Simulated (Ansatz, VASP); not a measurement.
**Nb: VASP beside Ansatz**

```
Nb
1.0
     2.77356    0.00000    0.00000
     0.00000    2.77356    0.00000
     0.00000    0.00000    2.77356
Nb
1
Direct
  0.00000 0.00000 0.00000
```

Alike in both runs: task single point; functional RPBE; k mesh 13 × 13 × 13; occupations fermi-dirac, width 0.1 eV; no spin polarisation.

```csv
,VASP,Ansatz
version,VASP 6.6.1,Ansatz 0.2.0
potentials or method,"VASP PAW PBE potentials, release 64 (Nb_sv), cutoff 520 eV","plane waves (420 eV) with PAW, scalar-relativistic"
valence electrons in the cell,13,13
```

```csv
,VASP,Ansatz,Ansatz less VASP
pressure (GPa),-5.0,-4.8,+0.19
```

VASP's potentials were made for PBE, not for RPBE. The functional is the same, so the differences come from potentials, cutoffs and numerics.
